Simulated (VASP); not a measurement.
BeTe, 2 atoms in the cell. Symmetry: F-43m, No. 216, cubic system. Conventional cell: a = 5.657 Å, b = 5.657 Å, c = 5.657 Å, α = 90.00°, β = 90.00°, γ = 90.00°. Within 3.2 Å of Be (site symmetry -43m) lie 4 Te at 2.45 Å. Te (site symmetry -43m) has 4 Be at 2.45 Å within 3.2 Å. 

| Item | Value |
| --- | --- |
| Program | VASP 6.6.1 |
| Task | single point |
| Functional | HSE06 |
| Potentials or basis | VASP PAW PBE potentials, release 64 (Be, Te) |
| Cutoff | 520 eV |
| k mesh | 6 × 6 × 6 |
| Occupations | gaussian, width 0.01 eV |
| Spin | no spin polarisation |
| Dipole correction | no |
| Grid for exact exchange (PRECFOCK) | Normal |
| Further INCAR settings | ALGO = Normal; EDIFF = 1e-07; NBANDS = 11 |
| Share of exact exchange | 0.25 |
| Screening parameter | 0.2079 1/Å |

Potentials or basis: VASP PAW PBE potentials, release 64 (Be, Te).

The run is started by

```sh
$ cat potpaw_PBE.64/Be/POTCAR potpaw_PBE.64/Te/POTCAR > POTCAR
$ cp INCAR.step1 INCAR
$ mpirun -np 1 vasp_std > vasp.out
$ cp INCAR.step2 INCAR
$ mpirun -np 1 vasp_std > vasp.out
```

Hardware: 1 thread of Intel Xeon 8259CL (shared host).

**Question.** How long does it take, and how much memory?

**Answer.** Run time: 39 min on 1 thread of Intel Xeon 8259CL, with other jobs on the host, peak memory 0.3 GiB. Counts: k points 16.
